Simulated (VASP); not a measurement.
# AlNi (rocksalt type) (Fm-3m) in VASP: a series of runs

The runs below take AlNi (rocksalt type) through single point, with PBE.

Everything below comes from runs of VASP 6.6.1. Logs are shortened: lines on timing, memory, paths and dates and some standing lists are left out, and cuts for length are marked.

### Step 1. The cell of the first run

Symmetry: Fm-3m, No. 225, cubic system. The conventional cell has a = 4.743 Å, b = 4.743 Å, c = 4.743 Å, α = 90.00°, β = 90.00°, γ = 90.00°. Within 3.1 Å of Ni (site symmetry m-3m) lie 6 Al at 2.37 Å. Within 3.1 Å of Al (site symmetry m-3m) lie 6 Ni at 2.37 Å.

### Step 2. Single point, PBE (volume scaled by 0.93, to set the pressure)

INCAR reads:

```
  PREC = Accurate
  ENCUT = 520
  EDIFF = 1E-7
  ISMEAR = -1
  SIGMA = 0.05
  LREAL = False
  LASPH = True
  NELM = 60
  ALGO = Normal
  ISIF = 2
  LWAVE = False
  LCHARG = True
  GGA = PE
  LELF = True
  LVHAR = True
  NBANDS = 14
```

KPOINTS reads:

```
regular mesh
0
Gamma
  14 14 14
```

POSCAR reads:

```
AlNi
1.0
    0.0000000000      2.3712818416      2.3712818416
    2.3712818416      0.0000000000      2.3712818416
    2.3712818416      2.3712818416      0.0000000000
Ni Al
1 1
Direct
    0.0000000000      0.0000000000      0.0000000000
    0.5000000000      0.5000000000      0.5000000000
```

Potentials or basis: VASP PAW PBE potentials, release 64 (Ni, Al).

Run with:

```console
$ cat potpaw_PBE.64/Ni/POTCAR potpaw_PBE.64/Al/POTCAR > POTCAR
$ mpirun -np 1 vasp_std > vasp.out
```

OUTCAR:

```text
PREC = Accurate
   ENCUT = 520
   EDIFF = 1E-7
   ISMEAR = -1
   LREAL = False
   LASPH = True
   NELM = 60
   ISIF = 2
   GGA = PE

 ion  position               nearest neighbor table
   1  0.000  0.000  0.000-   2 2.37   2 2.37   2 2.37   2 2.37   2 2.37   2 2.37
   2  0.500  0.500  0.500-   1 2.37   1 2.37   1 2.37   1 2.37   1 2.37   1 2.37

  LATTYP: Found a face centered cubic cell.
 ALAT       =     4.7425636832

  Lattice vectors:

 A1 = (   0.0000000000,   2.3712818416,   2.3712818416)
 A2 = (   2.3712818416,   0.0000000000,   2.3712818416)
 A3 = (   2.3712818416,   2.3712818416,   0.0000000000)

Analysis of symmetry for initial positions (statically):
=====================================================================
 Subroutine PRICEL returns:
 Original cell was already a primitive cell.

 Routine SETGRP: Setting up the symmetry group for a
 face centered cubic supercell.

 Subroutine GETGRP returns: Found 48 space group operations
 (whereof 48 operations were pure point group operations)
 out of a pool of 48 trial point group operations.

The static configuration has the point symmetry O_h .

Analysis of symmetry for dynamics (positions and initial velocities):
=====================================================================
 Subroutine PRICEL returns:
 Original cell was already a primitive cell.

 Routine SETGRP: Setting up the symmetry group for a
 face centered cubic supercell.

 Subroutine GETGRP returns: Found 48 space group operations
 (whereof 48 operations were pure point group operations)
 out of a pool of 48 trial point group operations.

The dynamic configuration has the point symmetry O_h .

 Subroutine INISYM returns: Found 48 space group operations
 (whereof 48 operations are pure point group operations),
 and found     1 'primitive' translations

----------------------------------------------------------------------------------------

                                     Primitive cell

  volume of cell :      26.6673

  direct lattice vectors                    reciprocal lattice vectors
     0.000000000  2.371281842  2.371281842    -0.210856420  0.210856420  0.210856420
     2.371281842  0.000000000  2.371281842     0.210856420 -0.210856420  0.210856420
     2.371281842  2.371281842  0.000000000     0.210856420  0.210856420 -0.210856420

  length of vectors
     3.353498941  3.353498941  3.353498941     0.365214033  0.365214033  0.365214033

  position of ions in fractional coordinates (direct lattice)
     0.000000000  0.000000000  0.000000000
     0.500000000  0.500000000  0.500000000

  ion indices of the primitive-cell ions
   primitive index   ion index
                 1           1
                 2           2

----------------------------------------------------------------------------------------

 KPOINTS: regular mesh

Automatic generation of k-mesh.
 Grid dimensions read from file:
 generate k-points for:   14   14   14

 Generating k-lattice:

  Cartesian coordinates                     Fractional coordinates (reciprocal lattice)
    -0.015061173  0.015061173  0.015061173     0.071428571  0.000000000  0.000000000
     0.015061173 -0.015061173  0.015061173     0.000000000  0.071428571  0.000000000
     0.015061173  0.015061173 -0.015061173     0.000000000  0.000000000  0.071428571

  Length of vectors
     0.026086717  0.026086717  0.026086717

  Shift w.r.t. Gamma in fractional coordinates (k-lattice)
     0.000000000  0.000000000  0.000000000

 Subroutine IBZKPT returns following result:
 ===========================================

 Found    104 irreducible k-points:

 Following reciprocal coordinates:
            Coordinates               Weight
  0.000000  0.000000  0.000000      1.000000
  0.071429  0.000000  0.000000      8.000000
  0.142857  0.000000  0.000000      8.000000
  0.214286  0.000000  0.000000      8.000000
  0.285714  0.000000  0.000000      8.000000
  0.357143  0.000000  0.000000      8.000000
[... 16 lines left out ...]
  0.214286  0.142857  0.000000     24.000000
  0.285714  0.142857  0.000000     24.000000
 [... further k-points ...]
   k-points           NKPTS =    104   k-points in BZ     NKDIM =    104   number of bands    NBANDS=     14
   number of dos      NEDOS =    301   number of ions     NIONS =      2
   total plane-waves  NPLWV =  21952
   dimension x,y,z NGX =    28 NGY =   28 NGZ =   28
   dimension x,y,z NGXF=    56 NGYF=   56 NGZF=   56
   ions per type =               1   1
   NGX,Y,Z   is equivalent  to a cutoff of  13.88, 13.88, 13.88 a.u.
   NGXF,Y,Z  is equivalent  to a cutoff of  27.76, 27.76, 27.76 a.u.
 SYSTEM =  unknown system
   PREC   = accura    normal or accurate (medium, high low for compatibility)
   ISTART =      0    job   : 0-new  1-cont  2-samecut
   ICHARG =      2    charge: 1-file 2-atom 10-const
   ISPIN  =      1    spin polarized calculation?
   LNONCOLLINEAR =      F non collinear calculations
   LSORBIT =      F    spin-orbit coupling
   LASPH  =      T    aspherical Exc in radial PAW
   ENCUT  =  520.0 eV  38.22 Ry    6.18 a.u.   6.24  6.24  6.24*2*pi/ulx,y,z
   NELM   =     60;   NELMIN=  2; NELMDL= -5     # of ELM steps
   EDIFF  = 0.1E-06   stopping-criterion for ELM
   LREAL  =      F    real-space projection
   EDIFFG = 0.1E-05   stopping-criterion for IOM
   NSW    =      0    number of steps for IOM
   IBRION =     -1    ionic relax: 0-MD 1-quasi-New 2-CG
   NFREE  =      0    steps in history (QN), initial steepest desc. (CG)
   ISIF   =      2    stress and relaxation
   ISYM   =      2    0-nonsym 1-usesym 2-fastsym
   POTIM  = 0.5000    time-step for ionic-motion
   TEBEG  =    0.0;   TEEND  =   0.0 temperature during run
   PSTRESS=    0.0 pullay stress
   NELECT =      13.0000    total number of electrons
   NUPDOWN=      -1.0000    fix difference up-down
   EMIN   =  10.00;   EMAX   =-10.00  energy-range for DOS
   EFERMI =   0.00;   METHOD = LEGACY
   ISMEAR =    -1;   SIGMA  =   0.05  broadening in eV -4-tet -1-fermi 0-gaus
   EFERMI_NEDOS =   21; number of points for ismear=-14 and -15
   IALGO  =     38    algorithm
   IMIX   =      4    mixing-type and parameters
     AMIX     =   0.40;   BMIX     =  1.00
     AMIX_MAG =   1.60;   BMIX_MAG =  1.00
  volume/ion in A,a.u.               =      13.33        89.98
  Fermi-wavevector in a.u.,A,eV,Ry     =   1.288436  2.434791 22.586579  1.660067
  Thomas-Fermi vector in A             =   2.420390
   LORBIT       =      0    0 simple, 1 ext, 2 COOP (PROOUT), +10 PAW based schemes
   GGA     = PE    functional components
   LHFCALC =     F    Hartree Fock is set to
   AEXX    =    0.0000 exact exchange contribution
   IVDW    =     0    specifies the selected vdW correction
   LEPSILON=     F    determine dielectric tensor
   LRPA    =     F    only Hartree local field effects (RPA)
 non-spin polarized calculation
  energy-cutoff  :      520.00
  volume of cell :       26.67
 maximum number of plane-waves:       732
 NGX is ok and might be reduce to    28
   NGX = 13   NGY = 13   NGZ = 13

 number of electron      13.0000003 magnetization

 Free energy of the ion-electron system (eV)
  ---------------------------------------------------
  ext. energy  EPLUGINS =         0.00000000
  ---------------------------------------------------
  free energy    TOTEN  =        -9.24332212 eV

  energy without entropy =       -9.23495696  energy(sigma->0) =       -9.23913954

 E-fermi :   8.6180     XC(G=0): -11.4555

 val. band max:        8.6120099997   @ k =  -0.2857   0.3571   0.0714
 cond. band min:       8.6184863298   @ k =  -0.3571   0.4286   0.2143
 fundamental gap:      0.0064763301
 Fermi energy:         8.6179715577

 k-point     1 :       0.0000    0.0000    0.0000
  band No.  band energies     occupation
      1      -1.6608      2.00000
      2       6.3398      2.00000
      3       6.3398      2.00000
      4       6.3398      2.00000
      5       6.4234      2.00000
      6       6.4234      2.00000
      7      15.7366      0.00000
      8      15.7366      0.00000
      9      15.7366      0.00000
     10      19.3968      0.00000
     11      19.3968      0.00000
     12      19.3968      0.00000
     13      20.3825      0.00000
     14      24.0496      0.00000

 k-point     2 :       0.0714    0.0000    0.0000
  band No.  band energies     occupation
      1      -1.5568      2.00000
      2       6.3019      2.00000
      3       6.3506      2.00000
      4       6.3506      2.00000
      5       6.4176      2.00000
      6       6.4176      2.00000
      7      14.9501      0.00000
      8      15.6839      0.00000
      9      15.6839      0.00000
     10      18.9326      0.00000
     11      19.5894      0.00000
     12      19.5894      0.00000
     13      21.5316      0.00000
     14      22.6834      0.00000

 k-point     3 :       0.1429    0.0000    0.0000
  band No.  band energies     occupation
      1      -1.2463      2.00000
      2       6.1862      2.00000
      3       6.3007      2.00000
      4       6.3007      2.00000
      5       6.4845      2.00000
      6       6.4845      2.00000
      7      13.2964      0.00000
      8      15.5649      0.00000
      9      15.5649      0.00000
     10      18.5907      0.00000
     11      19.9838      0.00000
     12      19.9838      0.00000
     13      21.4454      0.00000
     14      21.4454      0.00000
[... 324 lines left out ...]
 k-point    23 :       0.2143    0.1429    0.0000
  band No.  band energies     occupation
      1      -0.7369      2.00000
      2       6.0528      2.00000
      3       6.0837      2.00000
      4       6.3998      2.00000
      5       6.5211      2.00000
      6       6.6037      2.00000
      7      12.8502      0.00000
      8      13.6816      0.00000
      9      15.5851      0.00000
     10      17.0813      0.00000
     11      17.2963      0.00000
     12      21.4661      0.00000
     13      21.6732      0.00000
     14      23.9426      0.00000

 k-point    24 :       0.2857    0.1429    0.0000
  band No.  band energies     occupation
      1      -0.1673      2.00000
      2       5.8320      2.00000
      3       5.9721      2.00000
      4       6.3082      2.00000
      5       6.6526      2.00000
      6       6.7686      2.00000
      7      11.1454      0.00000
      8      13.3677      0.00000
      9      15.7170      0.00000
     10      15.8446      0.00000
     11      18.0688      0.00000
     12      21.4165      0.00000
     13      21.4278      0.00000
     14      24.1765      0.00000

 [... further k-points ...]
[... 5 lines left out ...]
  --------------------------------------------------------------------------------------
  -------------------------------------------------------------------------------------
  Total        1.5479410      1.5479410      1.5479410     -0.0000000      0.0000000     -0.0000000
  in kB       93.0005362     93.0005362     93.0005362     -0.0000000      0.0000000     -0.0000000
  external PRESSURE =      93.0005362 kB  Pullay stress =       0.0000000 kB

 VOLUME and BASIS-vectors are now :
 -----------------------------------------------------------------------------
  energy-cutoff  :      520.00
  volume of cell :       26.67
      direct lattice vectors                 reciprocal lattice vectors
     0.000000000  2.371281842  2.371281842    -0.210856420  0.210856420  0.210856420
     2.371281842  0.000000000  2.371281842     0.210856420 -0.210856420  0.210856420
     2.371281842  2.371281842  0.000000000     0.210856420  0.210856420 -0.210856420

 POSITION                                       TOTAL-FORCE (eV/Angst)
 -----------------------------------------------------------------------------------
      0.00000      0.00000      0.00000         0.000000      0.000000     -0.000000
      2.37128      2.37128      2.37128         0.000000      0.000000      0.000000
 -----------------------------------------------------------------------------------
    total drift:                               -0.000000     -0.000000      0.000000

  FREE ENERGIE OF THE ION-ELECTRON SYSTEM (eV)
  ---------------------------------------------------
  free  energy   TOTEN  =        -9.2433221238 eV

  energy  without entropy=       -9.2349569611  energy(sigma->0) =       -9.23913954
```

Run time: 22 s. Hardware: 1 thread of Intel Xeon 6975P-C (Granite Rapids), shared host; peak memory 0.18 GiB.

What came out:

| Property | Result |
| --- | --- |
| Free energy | -9.2433 eV |
| Pressure | 9.3 GPa |

Caveat: the cell differs from its parent crystal (volume scaled by 0.93, to set the pressure).

### Step 3. Single point, PBE

INCAR reads:

```
PREC = Accurate
ENCUT = 520
EDIFF = 1E-6
ISMEAR = -1
SIGMA = 0.05
LREAL = False
LASPH = True
NELM = 60
ALGO = Normal
ISIF = 2
LWAVE = False
LCHARG = False
GGA = PE
NBANDS = 14
```

KPOINTS is that of step 2.

POSCAR reads:

```
AlNi
1.0
    0.0000000000      2.3714236985      2.3714236985
    2.3714236985      0.0000000000      2.3714236985
    2.3714236985      2.3714236985      0.0000000000
Ni Al
1 1
Direct
    0.0000000000      0.0000000000      0.0000000000
    0.5000000000      0.5000000000      0.5000000000
```

Potentials or basis: VASP PAW PBE potentials, release 64 (Ni, Al).

Run with:

```console
$ cat potpaw_PBE.64/Ni/POTCAR potpaw_PBE.64/Al/POTCAR > POTCAR
$ mpirun -np 1 vasp_std > vasp.out
```

Wall time 18 s (1 thread of Intel Xeon 6975P-C (Granite Rapids), shared host); peak memory 0.18 GiB.

It converged, with:

```yaml
Free_energy: -9.2436 eV
Pressure: 9.1 GPa
```

Levels at points of the mesh, in eV from the Fermi level:
| k point | band 4 | band 5 | band 6 | band 7 | band 8 | band 9 |
| --- | --- | --- | --- | --- | --- | --- |
| (0.00, 0.00, 0.00) | -2.28 | -2.19 | -2.19 | 7.12 | 7.12 | 7.12 |
| (0.50, 0.00, 0.00) | -2.71 | -1.54 | -1.54 | -0.84 | 6.83 | 6.83 |
| (0.50, 0.50, 0.00) | -1.86 | -1.37 | -1.37 | -0.25 | 1.75 | 1.75 |

Spin polarisation is off, so any magnetic state and its effect on volume and gap are missing.
